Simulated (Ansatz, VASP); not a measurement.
# CuO: VASP beside Ansatz

File INCAR:

```
SYSTEM = CuO
PREC = Accurate
ENCUT = 520
EDIFF = 1E-6
ISMEAR = -1
SIGMA = 0.05
LREAL = .FALSE.
LASPH = .TRUE.
NELM = 150
ALGO = Normal
ISIF = 2
LWAVE = .FALSE.
LCHARG = .TRUE.
ISPIN = 2
MAGMOM = 0.58 -0.58 0 0
LORBIT = 11
LMAXMIX = 4
LDAU = .TRUE.
LDAUTYPE = 2
LDAUL = 2 -1
LDAUU = 4 0
LDAUJ = 0 0
LDAUPRINT = 1
GGA = PE
LELF = .TRUE.
LVHAR = .TRUE.
ISYM = 0
NBANDS = 29
```

KPOINTS

```
regular mesh
0
G
  7 7 4
  0 0 0
```

POSCAR

```
CuO
1.0
    2.3446500000     -1.7134000000      0.0000000000
    2.3446500000      1.7134000000      0.0000000000
   -0.8605500000      0.0000000000      5.0594400000
Cu O
2 2
Direct
    0.0032000000      0.4968000000      0.0000000000
    0.4968000000      0.0032000000      0.5000000000
    0.5714000000      0.4056000000      0.2537000000
    0.4056000000      0.5714000000      0.7537000000
```

Input for Ansatz:

```yaml
crystal:
  lattice:
    - [2.34465, -1.7134, 0.0]
    - [2.34465, 1.7134, 0.0]
    - [-0.86055, 0.0, 5.05944]
  atoms:
    - { symbol: Cu, position: [0.0032, 0.4968, 0.0], spin: 1.0 }
    - { symbol: Cu, position: [0.4968, 0.0032, 0.5], spin: -1.0 }
    - { symbol: O, position: [0.5714, 0.4056, 0.2537] }
    - { symbol: O, position: [0.4056, 0.5714, 0.7537] }
  symmetry: { detect: false, time_reversal: true }
magnetization:
  spin_polarized: true
hamiltonian:
  xc: pbe
  pseudopotentials: { kind: paw }
  hubbard:
    sites:
      - { site: 0, l: d, u_eff: 4.0, starting_ns: [{ spin: up, occupation_matrix: s0up }, { spin: down, occupation_matrix: s0down }] }
      - { site: 1, l: d, u_eff: 4.0, starting_ns: [{ spin: up, occupation_matrix: s1up }, { spin: down, occupation_matrix: s1down }] }
    occupation_matrices:
      s0up:
        matrix:
          - [0.999999, 0.0, 0.0, 0.0, 0.0]
          - [0.0, 0.999999, 0.0, 0.0, 0.0]
          - [0.0, 0.0, 0.999999, 0.0, 0.0]
          - [0.0, 0.0, 0.0, 0.999999, 0.0]
          - [0.0, 0.0, 0.0, 0.0, 0.999999]
      s0down:
        matrix:
          - [0.970738, 0.058231, 0.040394, -0.10897, 0.107272]
          - [0.058231, 0.884115, -0.080386, 0.216859, -0.21348]
          - [0.040394, -0.080386, 0.944237, 0.150431, -0.148087]
          - [-0.10897, 0.216859, 0.150431, 0.594178, 0.399496]
          - [0.107272, -0.21348, -0.148087, 0.399496, 0.606728]
      s1down:
        matrix:
          - [0.999999, 0.0, 0.0, 0.0, 0.0]
          - [0.0, 0.999999, 0.0, 0.0, 0.0]
          - [0.0, 0.0, 0.999999, 0.0, 0.0]
          - [0.0, 0.0, 0.0, 0.999999, 0.0]
          - [0.0, 0.0, 0.0, 0.0, 0.999999]
      s1up:
        matrix:
          - [0.886709, -0.234412, -0.06691, 0.054966, -0.194955]
          - [-0.234412, 0.514966, -0.138447, 0.113732, -0.40339]
          - [-0.06691, -0.138447, 0.960481, 0.032463, -0.115143]
          - [0.054966, 0.113732, 0.032463, 0.973331, 0.094588]
          - [-0.194955, -0.40339, -0.115143, 0.094588, 0.66451]
basis:
  ecutwfc: 420
kpoints:
  mp_grid: { grid: [7, 7, 4] }
scf:
  occupations: { method: fermi_dirac, width: 0.05 }
  lower_state_search: "off"
  max_iter: 200
output:
  forces: true
  stress: true
  write_density: true
  write_potential: true
  elf: true
  volumetric_format: npy
```

Alike in both runs: task single point; functional PBE; k mesh 7 × 7 × 4; occupations fermi-dirac, width 0.05 eV; collinear spin; Hubbard terms Cu d U = 4.0 eV.

```csv
,VASP,Ansatz
version,VASP 6.6.1,Ansatz 0.2.0
potentials or method,"VASP PAW PBE potentials, release 64 (Cu, O), cutoff 520 eV","PAW, plane waves, scalar-relativistic"
valence electrons in the cell,34,50
```

```tsv
	VASP	Ansatz	Ansatz less VASP
pressure (GPa)	4.1	7.6	+3.48
traceless stress, the component that is largest in VASP (GPa)	-0.74	-1.58	-0.839
rms of the force components (eV/Å)	0.428	0.458	+0.0308
net moment per atom (μB)	0.00	0.00	0.000
size of the moment on the site where the two differ most (μB)	0.57	0.53	-0.041
```

Site moments also hang on the region over which each program counts them. The programs project onto different local orbitals, so the same U acts differently, and such runs can settle in different states. Atom by atom the forces differ by 0.031 eV/Å (rms over components). VASP's potentials hold 34 valence electrons a cell and Ansatz's 50, so a difference there can come from the potentials and not from the codes. Ansatz's warnings: specified occupation not kept.
